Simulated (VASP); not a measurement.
Wanted: the native input for a VASP 6.6.1 run.

* Task: single point
* Functional: PBE
* Potentials or basis: VASP PAW PBE potentials, release 64 (Al, Cl, F)
* Cutoff: 520 eV
* k mesh: 6 × 6 × 6
* Occupations: gaussian, width 0.1 eV
* Spin: no spin polarisation
* Dipole correction: no
* Further INCAR settings: ALGO = Normal; EDIFF = 1e-07; NBANDS = 20

The structure of AlClF2 lies in POSCAR:

```
AlClF2
1.0
    0.0000000000      3.7468711100      3.9343718000
    2.2098320000      0.0000000000      3.9343718000
    2.2098320000      3.7468711100      0.0000000000
Al Cl F
1 1 2
Direct
    0.0000000000      0.0000000000      0.0000000000
    0.5000000000      0.5000000000      0.5000000000
    0.3398338300      0.6601661700      0.3398338300
    0.6601661700      0.3398338300      0.6601661700
```

The cell was generated, and may not be a known phase.

The input as run:

INCAR

```
SYSTEM = AlClF2
PREC = Accurate ; ENCUT = 520
EDIFF = 1E-7 ; ISMEAR = 0
SIGMA = 0.1 ; LREAL = .False.
LASPH = .True. ; NELM = 80
ALGO = Normal ; ISIF = 2
LWAVE = .False. ; LCHARG = .False.
GGA = PE ; NBANDS = 20
```

KPOINTS

```
Automatic mesh
0
Gamma
  6 6 6
  0 0 0
```

Potentials or basis: VASP PAW PBE potentials, release 64 (Al, Cl, F).

The run is started by

```sh
$ cat potpaw_PBE.64/Al/POTCAR potpaw_PBE.64/Cl/POTCAR potpaw_PBE.64/F/POTCAR > POTCAR
$ mpirun -np 1 vasp_std > vasp.out
```

It gave:

The pressure is 108.7 GPa, the largest force is 46.615 eV/Å and the band gap on the k mesh is zero (bands 12 and 13 overlap by 0.20 eV).

Caveat: the stress differs along the axes, from -0 to 286 GPa; semilocal functionals underestimate gaps, and a narrow one can read as zero; forces of over 1 eV/Å act on the atoms, so gaps and moduli don't describe the material at rest.

Wall time 26 s on 1 thread of Intel(R) Xeon(R) 6975P-C (Granite Rapids) (shared host), peak memory 0.22 GiB.
